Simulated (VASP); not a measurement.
Ta3N4, 7 atoms in the cell. The structure is cubic, space group P-43m (No. 215). Conventional cell: a = 4.685 Å, b = 4.685 Å, c = 4.685 Å, α = 90.00°, β = 90.00°, γ = 90.00°. Within 2.7 Å of Ta (site symmetry -42m) lie 4 N at 2.01 Å. Within 2.7 Å of N (site symmetry 3m) lie 3 Ta at 2.01 Å. 

| Quantity | Value |
| --- | --- |
| Program | VASP 6.6.1 |
| Task | relaxation of cell and atoms |
| Functional | PBE |
| Potentials or basis | VASP PAW PBE potentials, release 64 (Ta_pv, N) |
| Cutoff | 600 eV |
| k mesh | 8 × 8 × 8 |
| Occupations | gaussian, width 0.1 eV |
| Spin | no spin polarisation |
| Dipole correction | no |
| Further INCAR settings | ALGO = Normal; EDIFF = 1e-07; IBRION = 2; EDIFFG = -0.01; NSW = 100; ISIF = 3 |

Potentials or basis: VASP PAW PBE potentials, release 64 (Ta_pv, N).

Run with:

```sh
$ cat potpaw_PBE.64/Ta_pv/POTCAR potpaw_PBE.64/N/POTCAR > POTCAR
$ mpirun -np 1 vasp_std > vasp.out
```

Hardware: 1 thread of Intel(R) Xeon(R) Platinum 8259CL CPU @ 2.50GHz (Skylake/Cascade Lake) (shared host).

Question: Estimate the wall time of this run.

Answer: Wall time 6.3 min on 1 thread of Intel(R) Xeon(R) Platinum 8259CL CPU @ 2.50GHz (Skylake/Cascade Lake) (shared host), peak memory 0.32 GiB. Counts: scf iterations 51, k points 35, ion steps 6.
